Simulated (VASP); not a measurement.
# CdTe (Cmcm) in VASP: a series of runs

CdTe is run at these levels: PBE; tasks: electric field gradients.

Program: VASP 6.6.1. These are calculated values, not measurements. Logs are shortened: lines on timing, memory, paths and dates and some standing lists are left out, and cuts for length are marked.

### 1 The cell of the first run

It takes space group Cmcm (No. 63, orthorhombic). The conventional cell has a = 6.048 Å, b = 6.106 Å, c = 6.008 Å, α = 90.00°, β = 90.00°, γ = 90.00°. Within 4.1 Å of Cd (site symmetry m2m) lie 6 Te at 2.99 to 3.12 Å and 2 Cd at 4.05 Å. Te (site symmetry m2m) has 6 Cd at 2.99 to 3.12 Å within 3.9 Å.

### 2 Electric field gradients, PBE (27.73 Å³/atom)

Input file INCAR:

```
PREC = Accurate ; ENCUT = 520
EDIFF = 1E-8 ; ISMEAR = -1
SIGMA = 0.05 ; LREAL = F
LASPH = T ; NELM = 80
ALGO = Normal ; ISIF = 2
LWAVE = F ; LCHARG = F
GGA = PE ; LEFG = T
NBANDS = 26
```

Input file KPOINTS:

```
Automatic mesh
0
Gamma
  9 9 6
```

Input file POSCAR:

```
CdTe
1.0
    3.0238630702     -3.0527848324      0.0000000000
    3.0238630702      3.0527848324      0.0000000000
    0.0000000000      0.0000000000      6.0083358012
Cd Te
2 2
Direct
    0.2770300000      0.7229700000      0.7500000000
    0.7229700000      0.2770300000      0.2500000000
    0.7661370000      0.2338630000      0.7500000000
    0.2338630000      0.7661370000      0.2500000000
```

Potentials or basis: VASP PAW PBE potentials, release 64 (Cd, Te).

The run is started by

```sh
> cat potpaw_PBE.64/Cd/POTCAR potpaw_PBE.64/Te/POTCAR > POTCAR
> mpirun -np 1 vasp_std > vasp.out
```

OUTCAR:

```text
PREC = Accurate
   ENCUT = 520
   EDIFF = 1E-8
   ISMEAR = -1
   LREAL = F
   LASPH = T
   NELM = 80
   ISIF = 2
   GGA = PE

 ion  position               nearest neighbor table
   1  0.277  0.723  0.750-   3 2.99   4 3.02   4 3.02   3 3.02   3 3.02   3 3.12
   2  0.723  0.277  0.250-   4 2.99   3 3.02   3 3.02   4 3.02   4 3.02   4 3.12
   3  0.766  0.234  0.750-   1 2.99   2 3.02   2 3.02   1 3.02   1 3.02   1 3.12
   4  0.234  0.766  0.250-   2 2.99   1 3.02   1 3.02   2 3.02   2 3.02   2 3.12

  LATTYP: Found a base centered orthorhombic cell.
 ALAT       =     6.0477261404
 B/A-ratio  =     1.0095645079
 C/A-ratio  =     0.9934867522

  Lattice vectors:

 A1 = (   3.0238630702,  -3.0527848324,   0.0000000000)
 A2 = (   3.0238630702,   3.0527848324,   0.0000000000)
 A3 = (   0.0000000000,   0.0000000000,   6.0083358012)

Analysis of symmetry for initial positions (statically):
=====================================================================
 Subroutine PRICEL returns:
 Original cell was already a primitive cell.

 Routine SETGRP: Setting up the symmetry group for a
 base centered orthorhombic supercell.

 Subroutine GETGRP returns: Found  8 space group operations
 (whereof  4 operations were pure point group operations)
 out of a pool of  8 trial point group operations.

The static configuration has the point symmetry C_2h.
 The point group associated with its full space group is D_2h.

Analysis of symmetry for dynamics (positions and initial velocities):
=====================================================================
 Subroutine PRICEL returns:
 Original cell was already a primitive cell.

 Routine SETGRP: Setting up the symmetry group for a
 base centered orthorhombic supercell.

 Subroutine GETGRP returns: Found  8 space group operations
 (whereof  4 operations were pure point group operations)
 out of a pool of  8 trial point group operations.

The dynamic configuration has the point symmetry C_2h.
 The point group associated with its full space group is D_2h.

 Subroutine INISYM returns: Found  8 space group operations
 (whereof  4 operations are pure point group operations),
 and found     1 'primitive' translations

----------------------------------------------------------------------------------------

                                     Primitive cell

  volume of cell :     110.9283

  direct lattice vectors                    reciprocal lattice vectors
     3.023863070 -3.052784832  0.000000000     0.165351403 -0.163784881  0.000000000
     3.023863070  3.052784832  0.000000000     0.165351403  0.163784881  0.000000000
     0.000000000  0.000000000  6.008335801     0.000000000  0.000000000  0.166435438

  length of vectors
     4.296887606  4.296887606  6.008335801     0.232737134  0.232737134  0.166435438

  position of ions in fractional coordinates (direct lattice)
     0.277030000  0.722970000  0.750000000
     0.722970000  0.277030000  0.250000000
     0.766137000  0.233863000  0.750000000
     0.233863000  0.766137000  0.250000000

  ion indices of the primitive-cell ions
   primitive index   ion index
                 1           1
                 2           2
                 3           3
                 4           4

----------------------------------------------------------------------------------------

 KPOINTS: Automatic mesh

Automatic generation of k-mesh.
 Grid dimensions read from file:
 generate k-points for:    9    9    6

 Generating k-lattice:

  Cartesian coordinates                     Fractional coordinates (reciprocal lattice)
     0.018372378 -0.018198320  0.000000000     0.111111111  0.000000000  0.000000000
     0.018372378  0.018198320  0.000000000     0.000000000  0.111111111  0.000000000
     0.000000000  0.000000000  0.027739240     0.000000000  0.000000000  0.166666667

  Length of vectors
     0.025859682  0.025859682  0.027739240

  Shift w.r.t. Gamma in fractional coordinates (k-lattice)
     0.000000000  0.000000000  0.000000000

 Subroutine IBZKPT returns following result:
 ===========================================

 Found    100 irreducible k-points:

 Following reciprocal coordinates:
            Coordinates               Weight
  0.000000  0.000000  0.000000      1.000000
  0.111111 -0.000000  0.000000      4.000000
  0.222222  0.000000  0.000000      4.000000
  0.333333 -0.000000  0.000000      4.000000
  0.444444  0.000000  0.000000      4.000000
  0.111111  0.111111  0.000000      2.000000
[... 16 lines left out ...]
 -0.333333  0.333333  0.000000      2.000000
  0.444444  0.444444  0.000000      2.000000
 [... further k-points ...]
   k-points           NKPTS =    100   k-points in BZ     NKDIM =    100   number of bands    NBANDS=     26
   number of dos      NEDOS =    301   number of ions     NIONS =      4
   total plane-waves  NPLWV =  49152
   dimension x,y,z NGX =    32 NGY =   32 NGZ =   48
   dimension x,y,z NGXF=    64 NGYF=   64 NGZF=   96
   ions per type =               2   2
   NGX,Y,Z   is equivalent  to a cutoff of  12.38, 12.38, 13.28 a.u.
   NGXF,Y,Z  is equivalent  to a cutoff of  24.76, 24.76, 26.56 a.u.
 SYSTEM =  unknown system
   PREC   = accura    normal or accurate (medium, high low for compatibility)
   ISTART =      0    job   : 0-new  1-cont  2-samecut
   ICHARG =      2    charge: 1-file 2-atom 10-const
   ISPIN  =      1    spin polarized calculation?
   LNONCOLLINEAR =      F non collinear calculations
   LSORBIT =      F    spin-orbit coupling
   LASPH  =      T    aspherical Exc in radial PAW
   ENCUT  =  520.0 eV  38.22 Ry    6.18 a.u.   7.99  7.99 11.17*2*pi/ulx,y,z
   NELM   =     80;   NELMIN=  2; NELMDL= -5     # of ELM steps
   EDIFF  = 0.1E-07   stopping-criterion for ELM
   LREAL  =      F    real-space projection
   EDIFFG = 0.1E-06   stopping-criterion for IOM
   NSW    =      0    number of steps for IOM
   IBRION =     -1    ionic relax: 0-MD 1-quasi-New 2-CG
   NFREE  =      0    steps in history (QN), initial steepest desc. (CG)
   ISIF   =      2    stress and relaxation
   ISYM   =      2    0-nonsym 1-usesym 2-fastsym
   POTIM  = 0.5000    time-step for ionic-motion
   TEBEG  =    0.0;   TEEND  =   0.0 temperature during run
   PSTRESS=    0.0 pullay stress
   NELECT =      36.0000    total number of electrons
   NUPDOWN=      -1.0000    fix difference up-down
   EMIN   =  10.00;   EMAX   =-10.00  energy-range for DOS
   EFERMI =   0.00;   METHOD = LEGACY
   ISMEAR =    -1;   SIGMA  =   0.05  broadening in eV -4-tet -1-fermi 0-gaus
   EFERMI_NEDOS =   21; number of points for ismear=-14 and -15
   IALGO  =     38    algorithm
   IMIX   =      4    mixing-type and parameters
     AMIX     =   0.40;   BMIX     =  1.00
     AMIX_MAG =   1.60;   BMIX_MAG =  1.00
  volume/ion in A,a.u.               =      27.73       187.15
  Fermi-wavevector in a.u.,A,eV,Ry     =   1.125023  2.125986 17.220585  1.265677
  Thomas-Fermi vector in A             =   2.261698
   LORBIT       =      0    0 simple, 1 ext, 2 COOP (PROOUT), +10 PAW based schemes
   GGA     = PE    functional components
   LHFCALC =     F    Hartree Fock is set to
   AEXX    =    0.0000 exact exchange contribution
   IVDW    =     0    specifies the selected vdW correction
   LEPSILON=     F    determine dielectric tensor
   LRPA    =     F    only Hartree local field effects (RPA)
 non-spin polarized calculation
  energy-cutoff  :      520.00
  volume of cell :      110.93
 maximum number of plane-waves:      3009
   NGX = 15   NGY = 15   NGZ = 23

 number of electron      36.0000005 magnetization

 Free energy of the ion-electron system (eV)
  ---------------------------------------------------
  ext. energy  EPLUGINS =         0.00000000
  ---------------------------------------------------
  free energy    TOTEN  =        -8.86992418 eV

  energy without entropy =       -8.85316185  energy(sigma->0) =       -8.86154302

 E-fermi :   4.1745     XC(G=0):  -9.8367

 val. band max:        4.1630041438   @ k =   0.4444   0.0000   0.1667
 cond. band min:       4.1796229689   @ k =   0.3333  -0.0000   0.1667
 fundamental gap:      0.0166188252
 Fermi energy:         4.1745140900

 k-point     1 :       0.0000    0.0000    0.0000
  band No.  band energies     occupation
      1      -7.5480      2.00000
      2      -6.6562      2.00000
      3      -4.1822      2.00000
      4      -4.1638      2.00000
      5      -4.1470      2.00000
      6      -4.1230      2.00000
[... 18 lines left out ...]
     25      11.9081      0.00000
     26      12.0520      0.00000

 k-point     2 :       0.1111   -0.0000    0.0000
  band No.  band energies     occupation
      1      -7.4808      2.00000
      2      -6.6257      2.00000
      3      -4.1787      2.00000
      4      -4.1733      2.00000
      5      -4.1582      2.00000
      6      -4.1240      2.00000
[... 18 lines left out ...]
     25      11.2818      0.00000
     26      12.0067      0.00000

 k-point     3 :       0.2222    0.0000    0.0000
  band No.  band energies     occupation
      1      -7.2906      2.00000
      2      -6.5521      2.00000
      3      -4.2141      2.00000
      4      -4.1982      2.00000
      5      -4.1614      2.00000
      6      -4.1522      2.00000
[... 18 lines left out ...]
     25      11.4924      0.00000
     26      11.5026      0.00000

 k-point     4 :       0.3333   -0.0000    0.0000
  band No.  band energies     occupation
      1      -7.0165      2.00000
      2      -6.4913      2.00000
      3      -4.2559      2.00000
      4      -4.2478      2.00000
      5      -4.1871      2.00000
      6      -4.1466      2.00000
[... 18 lines left out ...]
     25      10.3221      0.00000
     26      11.7610      0.00000
[... 496 lines left out ...]
      1      -6.7227      2.00000
      2      -6.6154      2.00000
      3      -4.1809      2.00000
      4      -4.1700      2.00000
      5      -4.1484      2.00000
      6      -4.1191      2.00000
[... 18 lines left out ...]
     25      13.1278      0.00000
     26      13.2019      0.00000

 k-point    23 :      -0.3333    0.3333    0.0000
  band No.  band energies     occupation
      1      -6.8207      2.00000
      2      -6.5623      2.00000
      3      -4.1858      2.00000
      4      -4.1714      2.00000
      5      -4.1550      2.00000
      6      -4.1155      2.00000
[... 18 lines left out ...]
     25      12.2241      0.00000
     26      12.4209      0.00000

 k-point    24 :       0.4444    0.4444    0.0000
  band No.  band energies     occupation
      1      -6.6882      2.00000
      2      -6.6629      2.00000
      3      -4.1925      2.00000
      4      -4.1819      2.00000
      5      -4.1177      2.00000
      6      -4.0992      2.00000
[... 18 lines left out ...]
     25      13.5510      0.00000
     26      13.7421      0.00000

 [... further k-points ...]

------------------------ aborting loop because EDIFF is reached ----------------------------------------

  FORCE on cell =-STRESS in cart. coord.  units (eV):
  Direction    XX          YY          ZZ          XY          YZ          ZX
  --------------------------------------------------------------------------------------
  -------------------------------------------------------------------------------------
  Total        1.2811916      1.1982122      1.5963576      0.0000000      0.0000000      0.0000000
  in kB       18.5047053     17.3062032     23.0567594      0.0000000      0.0000000      0.0000000
  external PRESSURE =      19.6225560 kB  Pullay stress =       0.0000000 kB

 VOLUME and BASIS-vectors are now :
 -----------------------------------------------------------------------------
  energy-cutoff  :      520.00
  volume of cell :      110.93
      direct lattice vectors                 reciprocal lattice vectors
     3.023863070 -3.052784832  0.000000000     0.165351403 -0.163784881  0.000000000
     3.023863070  3.052784832  0.000000000     0.165351403  0.163784881  0.000000000
     0.000000000  0.000000000  6.008335801     0.000000000  0.000000000  0.166435438

 POSITION                                       TOTAL-FORCE (eV/Angst)
 -----------------------------------------------------------------------------------
      3.02386      1.36136      4.50625         0.000000      0.064525     -0.000000
      3.02386     -1.36136      1.50208         0.000000     -0.064525      0.000000
      3.02386     -1.62492      4.50625         0.000000     -0.012393      0.000000
      3.02386      1.62492      1.50208         0.000000      0.012393     -0.000000
 -----------------------------------------------------------------------------------
    total drift:                                0.000000      0.000000      0.000000

  FREE ENERGIE OF THE ION-ELECTRON SYSTEM (eV)
  ---------------------------------------------------
  free  energy   TOTEN  =        -8.8699241806 eV

  energy  without entropy=       -8.8531618526  energy(sigma->0) =       -8.86154302

 Electric field gradients (V/A^2)
---------------------------------------------------------------------
 ion       V_xx      V_yy      V_zz      V_xy      V_xz      V_yz
---------------------------------------------------------------------
   1      -0.433     5.458    -5.025     0.000    -0.000    -0.000
   2      -0.433     5.458    -5.025     0.000    -0.000     0.000
   3       7.589    -8.150     0.561     0.000     0.000     0.000
   4       7.589    -8.150     0.561    -0.000     0.000    -0.000
---------------------------------------------------------------------

 Electric field gradients after diagonalization (V/A^2)
 (convention: |V_zz| > |V_xx| > |V_yy|)
----------------------------------------------------------------------
 ion       V_xx      V_yy      V_zz     asymmetry (V_yy - V_xx)/ V_zz
----------------------------------------------------------------------
   1      -5.025    -0.433     5.458       0.841
   2      -5.025    -0.433     5.458       0.841
   3       7.589     0.561    -8.150       0.862
   4       7.589     0.561    -8.150       0.862
----------------------------------------------------------------------

           NMR quadrupolar parameters

 Cq : quadrupolar parameter    Cq=e*Q*V_zz/h
 eta: asymmetry parameters     (V_yy - V_xx)/ V_zz
 Q  : nuclear electric quadrupole moment in mb (millibarn)
----------------------------------------------------------------------
 ion       Cq(MHz)       eta       Q (mb)
----------------------------------------------------------------------
   1       0.013       0.841       1.000
   2       0.013       0.841       1.000
   3      -0.020       0.862       1.000
   4      -0.020       0.862       1.000
----------------------------------------------------------------------
```

Wall time 4.7 min (1 thread of Intel Xeon 8259CL, shared host); peak memory 0.39 GiB.

Results:

- Free energy: -8.8699 eV
- Pressure: 2.0 GPa
- Largest force: 0.065 eV/Å
- Band gap on the k mesh: zero (bands 18 and 19 overlap by 1.21 eV)
- Largest electric field gradient by atom: Cd +5.5; Te -8.2 V/Å²

Forces in eV/Å, atoms in the order of the input:
```
Cd   0.000  0.065  0.000
Cd   0.000 -0.065  0.000
Te   0.000 -0.012  0.000
Te   0.000  0.012  0.000
```

Levels at points of the mesh, in eV from the Fermi level:
```
           k point  band 16  band 17  band 18  band 19  band 20  band 21
(0.00, 0.00, 0.00)    -1.30    -0.49    -0.44    -0.37     0.48     4.21
(0.00, 0.00, 0.50)    -1.38    -1.33    -1.33     1.67     1.67     5.03
```

Electric field gradients, principal values (V/Å²):
| atom | least | middle | greatest (by size) |
| --- | --- | --- | --- |
| 1 Cd | -0.433 | -5.025 | 5.458 |
| 2 Cd | -0.433 | -5.025 | 5.458 |
| 3 Te | 0.561 | 7.589 | -8.150 |
| 4 Te | 0.561 | 7.589 | -8.150 |

Caveat: without QUAD_EFG the Cq values of the log hold for a quadrupole moment of 1 mb, not for the nuclei; spin-orbit coupling is left out, which moves the levels of the heavy elements.

(Part 1 of 2 ends here.)
